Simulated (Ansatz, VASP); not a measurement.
AgBr in VASP and in Ansatz

File INCAR:

```
SYSTEM = AgBr
  PREC = Accurate
  ENCUT = 400
  EDIFF = 1E-8
  ISMEAR = -1
  SIGMA = 0.02
  LREAL = .False.
  LASPH = .True.
  NELM = 120
  ALGO = Normal
  ISIF = 2
  LWAVE = .False.
  LCHARG = .False.
  GGA = PS
  LEFG = .True.
  NBANDS = 16
  GGA_COMPAT = .False.
```

The input KPOINTS:

```
Automatic mesh
0
Gamma
  7 7 7
  0 0 0
```

Contents of POSCAR:

```
AgBr
1.0
    0.0000000000      2.8470445428      2.8470445428
    2.8470445428      0.0000000000      2.8470445428
    2.8470445428      2.8470445428      0.0000000000
Ag Br
1 1
Direct
    0.5000000000      0.5000000000      0.5000000000
    0.0000000000      0.0000000000      0.0000000000
```

Input for Ansatz:

```yaml
crystal:
  lattice:
    - [0.0, 2.8470445428, 2.8470445428]
    - [2.8470445428, 0.0, 2.8470445428]
    - [2.8470445428, 2.8470445428, 0.0]
  atoms:
    - { symbol: Ag, position: [0.5, 0.5, 0.5] }
    - { symbol: Br, position: [0.0, 0.0, 0.0] }
kpoints:
  mp_grid: { grid: [7, 7, 7] }
scf:
  occupations: { method: fermi_dirac, width: 0.02 }
hamiltonian:
  xc: pbesol
  pseudopotentials: { kind: all_electron, datasets: crystal }
output:
  forces: true
  stress: true
  eigenvalues: true
  efg: { contact_densities: true }
```

Change from the starting cell: volume scaled by 0.96, crystal datasets.

Alike in both runs: task electric field gradients; functional PBEsol; k mesh 7 × 7 × 7; occupations fermi-dirac, width 0.02 eV; no spin polarisation.

```csv
,VASP,Ansatz
version,VASP 6.6.1,Ansatz 0.2.0
potentials or method,"VASP PAW PBE potentials, release 64 (Ag, Br), cutoff 400 eV","all-electron PAW with datasets made for the crystal, scalar-relativistic"
```

```tsv
	VASP	Ansatz	Ansatz less VASP
pressure (GPa)	-0.7	-0.5	+0.22
```

VASP's potentials were made for PBE, not for PBEsol. Ansatz ran all-electron here, and VASP with PAW potentials.
